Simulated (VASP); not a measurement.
# CsSnI3 (Pm-3m) in VASP: a series of runs

Aim: see how the results for CsSnI3 move with the level of theory and the settings. Levels: PBEsol, revPBE. Tasks: single point.

Everything below comes from runs of VASP 6.6.1. Logs are shortened: lines on timing, memory, paths and dates and some standing lists are left out, and cuts for length are marked.

## Step 1: The cell of the first run

It takes space group Pm-3m (No. 221, cubic). Conventional cell: a = 6.287 Å, b = 6.287 Å, c = 6.287 Å, α = 90.00°, β = 90.00°, γ = 90.00°. Cs (site symmetry m-3m) has 12 I at 4.45 Å and 8 Sn at 5.45 Å within 5.8 Å. I (site symmetry 4/mmm) has 2 Sn at 3.14 Å within 4.1 Å. Within 4.1 Å of Sn (site symmetry m-3m) lie 6 I at 3.14 Å.

## Step 2: Single point, PBEsol (volume scaled by 1.04)

INCAR

```
ALGO = Normal
EDIFF = 1E-6
ENCUT = 520
GGA = PS
ISIF = 2
ISMEAR = -1
LASPH = T
LCHARG = F
LREAL = F
LWAVE = F
NBANDS = 30
NELM = 60
PREC = Accurate
SIGMA = 0.05
```

KPOINTS

```
k-points
0
Gamma
  5 5 5
```

POSCAR

```
CsSnI3
1.0
    6.2873633123      0.0000000000      0.0000000000
    0.0000000000      6.2873633123      0.0000000000
    0.0000000000      0.0000000000      6.2873633123
Cs I Sn
1 3 1
Direct
    0.0000000000      0.0000000000      0.0000000000
    0.5000000000      0.5000000000      0.0000000000
    0.5000000000      0.0000000000      0.5000000000
    0.0000000000      0.5000000000      0.5000000000
    0.5000000000      0.5000000000      0.5000000000
```

Potentials or basis: VASP PAW PBE potentials, release 64 (Cs_sv, I, Sn_d).

The run is started by

```
$ cat potpaw_PBE.64/Cs_sv/POTCAR potpaw_PBE.64/I/POTCAR potpaw_PBE.64/Sn_d/POTCAR > POTCAR
$ mpirun -np 1 vasp_std > vasp.out
```

OUTCAR:

```text
EDIFF = 1E-6
   ENCUT = 520
   GGA = PS
   ISIF = 2
   ISMEAR = -1
   LASPH = T
   LREAL = F
   NELM = 60
   PREC = Accurate

 ion  position               nearest neighbor table
   1  0.000  0.000  0.000-
   2  0.500  0.500  0.000-   5 3.14   5 3.14
   3  0.500  0.000  0.500-   5 3.14   5 3.14
   4  0.000  0.500  0.500-   5 3.14   5 3.14
   5  0.500  0.500  0.500-   2 3.14   3 3.14   4 3.14   2 3.14   3 3.14   4 3.14

  LATTYP: Found a simple cubic cell.
 ALAT       =     6.2873633123

  Lattice vectors:

 A1 = (   6.2873633123,   0.0000000000,   0.0000000000)
 A2 = (   0.0000000000,   6.2873633123,   0.0000000000)
 A3 = (   0.0000000000,   0.0000000000,   6.2873633123)

Analysis of symmetry for initial positions (statically):
=====================================================================
 Subroutine PRICEL returns:
 Original cell was already a primitive cell.

 Routine SETGRP: Setting up the symmetry group for a
 simple cubic supercell.

 Subroutine GETGRP returns: Found 48 space group operations
 (whereof 48 operations were pure point group operations)
 out of a pool of 48 trial point group operations.

The static configuration has the point symmetry O_h .

Analysis of symmetry for dynamics (positions and initial velocities):
=====================================================================
 Subroutine PRICEL returns:
 Original cell was already a primitive cell.

 Routine SETGRP: Setting up the symmetry group for a
 simple cubic supercell.

 Subroutine GETGRP returns: Found 48 space group operations
 (whereof 48 operations were pure point group operations)
 out of a pool of 48 trial point group operations.

The dynamic configuration has the point symmetry O_h .

 Subroutine INISYM returns: Found 48 space group operations
 (whereof 48 operations are pure point group operations),
 and found     1 'primitive' translations

----------------------------------------------------------------------------------------

                                     Primitive cell

  volume of cell :     248.5454

  direct lattice vectors                    reciprocal lattice vectors
     6.287363312  0.000000000  0.000000000     0.159049183  0.000000000  0.000000000
     0.000000000  6.287363312  0.000000000     0.000000000  0.159049183  0.000000000
     0.000000000  0.000000000  6.287363312     0.000000000  0.000000000  0.159049183

  length of vectors
     6.287363312  6.287363312  6.287363312     0.159049183  0.159049183  0.159049183

  position of ions in fractional coordinates (direct lattice)
     0.000000000  0.000000000  0.000000000
     0.500000000  0.500000000  0.000000000
     0.500000000  0.000000000  0.500000000
     0.000000000  0.500000000  0.500000000
     0.500000000  0.500000000  0.500000000

  ion indices of the primitive-cell ions
   primitive index   ion index
                 1           1
                 2           2
                 3           3
                 4           4
                 5           5

----------------------------------------------------------------------------------------

 KPOINTS: k-points

Automatic generation of k-mesh.
 Grid dimensions read from file:
 generate k-points for:    5    5    5

 Generating k-lattice:

  Cartesian coordinates                     Fractional coordinates (reciprocal lattice)
     0.031809837  0.000000000  0.000000000     0.200000000  0.000000000  0.000000000
     0.000000000  0.031809837  0.000000000     0.000000000  0.200000000  0.000000000
     0.000000000  0.000000000  0.031809837     0.000000000  0.000000000  0.200000000

  Length of vectors
     0.031809837  0.031809837  0.031809837

  Shift w.r.t. Gamma in fractional coordinates (k-lattice)
     0.000000000  0.000000000  0.000000000

 Subroutine IBZKPT returns following result:
 ===========================================

 Found     10 irreducible k-points:

 Following reciprocal coordinates:
            Coordinates               Weight
  0.000000  0.000000  0.000000      1.000000
  0.200000  0.000000  0.000000      6.000000
  0.400000  0.000000  0.000000      6.000000
  0.200000  0.200000  0.000000     12.000000
  0.400000  0.200000  0.000000     24.000000
  0.400000  0.400000  0.000000     12.000000
  0.200000  0.200000  0.200000      8.000000
  0.400000  0.200000  0.200000     24.000000
  0.400000  0.400000  0.200000     24.000000
  0.400000  0.400000  0.400000      8.000000
   k-points           NKPTS =     10   k-points in BZ     NKDIM =     10   number of bands    NBANDS=     30
   number of dos      NEDOS =    301   number of ions     NIONS =      5
   total plane-waves  NPLWV = 110592
   dimension x,y,z NGX =    48 NGY =   48 NGZ =   48
   dimension x,y,z NGXF=    96 NGYF=   96 NGZF=   96
   ions per type =               1   3   1
   NGX,Y,Z   is equivalent  to a cutoff of  12.69, 12.69, 12.69 a.u.
   NGXF,Y,Z  is equivalent  to a cutoff of  25.38, 25.38, 25.38 a.u.
 SYSTEM =  unknown system
   PREC   = accura    normal or accurate (medium, high low for compatibility)
   ISTART =      0    job   : 0-new  1-cont  2-samecut
   ICHARG =      2    charge: 1-file 2-atom 10-const
   ISPIN  =      1    spin polarized calculation?
   LNONCOLLINEAR =      F non collinear calculations
   LSORBIT =      F    spin-orbit coupling
   LASPH  =      T    aspherical Exc in radial PAW
   ENCUT  =  520.0 eV  38.22 Ry    6.18 a.u.  11.69 11.69 11.69*2*pi/ulx,y,z
   NELM   =     60;   NELMIN=  2; NELMDL= -5     # of ELM steps
   EDIFF  = 0.1E-05   stopping-criterion for ELM
   LREAL  =      F    real-space projection
   EDIFFG = 0.1E-04   stopping-criterion for IOM
   NSW    =      0    number of steps for IOM
   IBRION =     -1    ionic relax: 0-MD 1-quasi-New 2-CG
   NFREE  =      0    steps in history (QN), initial steepest desc. (CG)
   ISIF   =      2    stress and relaxation
   ISYM   =      2    0-nonsym 1-usesym 2-fastsym
   POTIM  = 0.5000    time-step for ionic-motion
   TEBEG  =    0.0;   TEEND  =   0.0 temperature during run
   PSTRESS=    0.0 pullay stress
   NELECT =      44.0000    total number of electrons
   NUPDOWN=      -1.0000    fix difference up-down
   EMIN   =  10.00;   EMAX   =-10.00  energy-range for DOS
   EFERMI =   0.00;   METHOD = LEGACY
   ISMEAR =    -1;   SIGMA  =   0.05  broadening in eV -4-tet -1-fermi 0-gaus
   EFERMI_NEDOS =   21; number of points for ismear=-14 and -15
   IALGO  =     38    algorithm
   IMIX   =      4    mixing-type and parameters
     AMIX     =   0.40;   BMIX     =  1.00
     AMIX_MAG =   1.60;   BMIX_MAG =  1.00
  volume/ion in A,a.u.               =      49.71       335.45
  Fermi-wavevector in a.u.,A,eV,Ry     =   0.919229  1.737091 11.496684  0.844982
  Thomas-Fermi vector in A             =   2.044400
   LORBIT       =      0    0 simple, 1 ext, 2 COOP (PROOUT), +10 PAW based schemes
   GGA     = PS    functional components
   LHFCALC =     F    Hartree Fock is set to
   AEXX    =    0.0000 exact exchange contribution
   IVDW    =     0    specifies the selected vdW correction
   LEPSILON=     F    determine dielectric tensor
   LRPA    =     F    only Hartree local field effects (RPA)
 non-spin polarized calculation
  energy-cutoff  :      520.00
  volume of cell :      248.55
 maximum number of plane-waves:      6727
 NGX is ok and might be reduce to    48
   NGX = 23   NGY = 23   NGZ = 23

 number of electron      43.9999982 magnetization

 Free energy of the ion-electron system (eV)
  ---------------------------------------------------
  ext. energy  EPLUGINS =         0.00000000
  ---------------------------------------------------
  free energy    TOTEN  =       -15.04950594 eV

  energy without entropy =      -15.04950593  energy(sigma->0) =      -15.04950593

 E-fermi :   2.3261     XC(G=0):  -7.5239

 val. band max:        1.4638637895   @ k =   0.4000   0.4000   0.4000
 cond. band min:       3.2234178817   @ k =   0.4000   0.4000   0.4000
 fundamental gap:      1.7595540922
 Fermi energy:         2.3261485554

 k-point     1 :       0.0000    0.0000    0.0000
  band No.  band energies     occupation
      1     -19.8160      2.00000
      2     -19.5540      2.00000
      3     -19.5540      2.00000
      4     -19.5371      2.00000
      5     -19.5371      2.00000
      6     -19.5371      2.00000
[... 22 lines left out ...]
     29       6.9038      0.00000
     30       6.9038      0.00000

 k-point     2 :       0.2000    0.0000    0.0000
  band No.  band energies     occupation
      1     -19.8159      2.00000
      2     -19.5540      2.00000
      3     -19.5536      2.00000
      4     -19.5372      2.00000
      5     -19.5372      2.00000
      6     -19.5371      2.00000
[... 22 lines left out ...]
     29       6.2137      0.00000
     30       6.8670      0.00000

 k-point     3 :       0.4000    0.0000    0.0000
  band No.  band energies     occupation
      1     -19.8157      2.00000
      2     -19.5540      2.00000
      3     -19.5529      2.00000
      4     -19.5372      2.00000
      5     -19.5372      2.00000
      6     -19.5371      2.00000
[... 22 lines left out ...]
     29       6.5575      0.00000
     30       7.0508      0.00000

 k-point     4 :       0.2000    0.2000    0.0000
  band No.  band energies     occupation
      1     -19.8158      2.00000
      2     -19.5538      2.00000
      3     -19.5534      2.00000
      4     -19.5372      2.00000
      5     -19.5372      2.00000
      6     -19.5372      2.00000
[... 154 lines left out ...]
     29       7.0758      0.00000
     30       7.3418      0.00000

 k-point     9 :       0.4000    0.4000    0.2000
  band No.  band energies     occupation
      1     -19.8154      2.00000
      2     -19.5530      2.00000
      3     -19.5523      2.00000
      4     -19.5374      2.00000
      5     -19.5373      2.00000
      6     -19.5373      2.00000
[... 22 lines left out ...]
     29       6.8523      0.00000
     30       7.3084      0.00000

 k-point    10 :       0.4000    0.4000    0.4000
  band No.  band energies     occupation
      1     -19.8152      2.00000
      2     -19.5523      2.00000
      3     -19.5523      2.00000
      4     -19.5374      2.00000
      5     -19.5374      2.00000
      6     -19.5373      2.00000
[... 22 lines left out ...]
     29       6.5688      0.00000
     30       7.5777      0.00000

------------------------ aborting loop because EDIFF is reached ----------------------------------------

  FORCE on cell =-STRESS in cart. coord.  units (eV):
  Direction    XX          YY          ZZ          XY          YZ          ZX
  --------------------------------------------------------------------------------------
  -------------------------------------------------------------------------------------
  Total       -1.9192559     -1.9192559     -1.9192559     -0.0000000      0.0000000     -0.0000000
  in kB      -12.3719395    -12.3719395    -12.3719395     -0.0000000      0.0000000     -0.0000000
  external PRESSURE =     -12.3719395 kB  Pullay stress =       0.0000000 kB

 VOLUME and BASIS-vectors are now :
 -----------------------------------------------------------------------------
  energy-cutoff  :      520.00
  volume of cell :      248.55
      direct lattice vectors                 reciprocal lattice vectors
     6.287363312  0.000000000  0.000000000     0.159049183  0.000000000  0.000000000
     0.000000000  6.287363312  0.000000000     0.000000000  0.159049183  0.000000000
     0.000000000  0.000000000  6.287363312     0.000000000  0.000000000  0.159049183

 POSITION                                       TOTAL-FORCE (eV/Angst)
 -----------------------------------------------------------------------------------
      0.00000      0.00000      0.00000         0.000000      0.000000      0.000000
      3.14368      3.14368      0.00000         0.000000      0.000000      0.000000
      3.14368      0.00000      3.14368         0.000000      0.000000      0.000000
      0.00000      3.14368      3.14368         0.000000      0.000000      0.000000
      3.14368      3.14368      3.14368         0.000000      0.000000      0.000000
 -----------------------------------------------------------------------------------
    total drift:                                0.000000     -0.000000     -0.000000

  FREE ENERGIE OF THE ION-ELECTRON SYSTEM (eV)
  ---------------------------------------------------
  free  energy   TOTEN  =       -15.0495059362 eV

  energy  without entropy=      -15.0495059284  energy(sigma->0) =      -15.04950593
```

Wall time 52 s (1 thread of Intel Xeon Platinum 8375C at 2.90GHz (Ice Lake), shared host); peak memory 0.35 GiB.

What came out:

| Item | Value |
| --- | --- |
| Free energy | -15.0495 eV |
| Pressure | -1.2 GPa |
| Band gap on the k mesh | 1.76 eV, direct |

Caveat: the cell differs from its parent crystal (volume scaled by 1.04); the PAW data sets were made with another functional, which shifts forces and pressure a little; spin-orbit coupling is left out, which moves the levels of the heavy elements. A k mesh can miss the band edges.

## Step 3: Single point, PBEsol (volume scaled by 1.06)

INCAR

```
ALGO     = Normal         # electronic algorithm
EDIFF    = 1E-6           # SCF threshold, eV
ENCUT    = 520            # plane-wave cutoff, eV
GGA      = PS             # functional
ISIF     = 2              # what is computed and relaxed
ISMEAR   = -1             # smearing method
LASPH    = True           # aspherical terms in the spheres
LCHARG   = False          # write CHGCAR
LREAL    = False          # projectors in reciprocal space
LWAVE    = False          # write WAVECAR
NBANDS   = 30             # bands
NELM     = 60             # most SCF steps
PREC     = Accurate       # precision mode
SIGMA    = 0.05           # smearing width, eV
```

KPOINTS is that of step 2.

Changes to POSCAR since step 2:

```diff
@@ -2,5 +2,5 @@
 1.0
-    6.2873633123      0.0000000000      0.0000000000
-    0.0000000000      6.2873633123      0.0000000000
-    0.0000000000      0.0000000000      6.2873633123
+    6.3274112921      0.0000000000      0.0000000000
+    0.0000000000      6.3274112921      0.0000000000
+    0.0000000000      0.0000000000      6.3274112921
 Cs I Sn
```

Potentials or basis: VASP PAW PBE potentials, release 64 (Cs_sv, I, Sn_d).

The run is started by

```
$ cat potpaw_PBE.64/Cs_sv/POTCAR potpaw_PBE.64/I/POTCAR potpaw_PBE.64/Sn_d/POTCAR > POTCAR
$ mpirun -np 1 vasp_std > vasp.out
```

Run time: 48 s. Hardware: 1 thread of Intel Xeon Platinum 8375C at 2.90GHz (Ice Lake), shared host; peak memory 0.35 GiB.

It converged, with:

* Free energy: -15.0102 eV
* Pressure: -1.5 GPa
* Band gap on the k mesh: 1.78 eV, direct

Levels at points of the mesh, in eV from the valence-band top:
| k point | band 18 | band 19 | band 20 | band 21 | band 22 | band 23 | band 24 | band 25 | band 26 | band 27 |
| --- | --- | --- | --- | --- | --- | --- | --- | --- | --- | --- |
| (0.00, 0.00, 0.00) | -1.18 | -1.18 | -1.05 | -1.05 | -1.05 | 3.13 | 4.20 | 4.20 | 4.53 | 4.53 |

Caveat: the cell differs from its parent crystal (volume scaled by 1.06); the PAW data sets were made with another functional, which shifts forces and pressure a little; spin-orbit coupling is left out, which moves the levels of the heavy elements.

## Step 4: Single point, revPBE

This run uses another cell than the first one, of 47.80 Å³/atom, 0.962 times its volume.

INCAR

```
ALGO = Normal
EDIFF = 1E-6
ENCUT = 520
GGA = RE
ISIF = 2
ISMEAR = -1
LASPH = T
LCHARG = F
LREAL = F
LWAVE = F
NBANDS = 30
NELM = 100
PREC = Accurate
SIGMA = 0.05
```

KPOINTS is that of step 3.

Changes to POSCAR since step 3:

```diff
@@ -2,5 +2,5 @@
 1.0
-    6.3274112921      0.0000000000      0.0000000000
-    0.0000000000      6.3274112921      0.0000000000
-    0.0000000000      0.0000000000      6.3274112921
+    6.2057000000      0.0000000000      0.0000000000
+    0.0000000000      6.2057000000      0.0000000000
+    0.0000000000      0.0000000000      6.2057000000
 Cs I Sn
```

The run is started by

```
$ cat potpaw_PBE.64/Cs_sv/POTCAR potpaw_PBE.64/I/POTCAR potpaw_PBE.64/Sn_d/POTCAR > POTCAR
$ mpirun -np 1 vasp_std > vasp.out
```

It took 49 s on 1 thread of Intel Xeon 6975P-C (Granite Rapids), shared host; peak memory 0.35 GiB.

It converged, with:

```yaml
Free_energy: -12.9592 eV
Pressure: 1.4 GPa
Band_gap_on_the_k_mesh: 1.75 eV, direct
```

Levels at points of the mesh, in eV from the valence-band top:
| k point | band 19 | band 20 | band 21 | band 22 | band 23 | band 24 | band 25 | band 26 |
| --- | --- | --- | --- | --- | --- | --- | --- | --- |
| (0.00, 0.00, 0.00) | -1.50 | -1.34 | -1.34 | -1.34 | 3.28 | 4.15 | 4.15 | 4.41 |

Caveat: the PAW data sets were made with another functional, which shifts forces and pressure a little; spin-orbit coupling is left out, which moves the levels of the heavy elements.

## Step 5: The runs side by side

```csv
level,cell,gap on the mesh (eV),pressure (GPa)
PBEsol,"a = 6.287 Å, 5 atoms",1.76,-1.2
PBEsol,"a = 6.327 Å, 5 atoms",1.78,-1.5
revPBE,"a = 6.206 Å, 5 atoms",1.75,1.4
```

Alike in all rows: task single point; potentials or basis VASP PAW PBE potentials, release 64 (Cs_sv, I, Sn_d); no spin polarisation; k mesh 5 × 5 × 5; cutoff (eV) 520; smearing fermi-dirac 0.05 eV.

Caveats: the PAW data sets were made with another functional, which shifts forces and pressure a little; spin-orbit coupling is left out, which moves the levels of the heavy elements.

Total energies depend on the potentials used, so only differences within one code and one set of settings carry meaning.
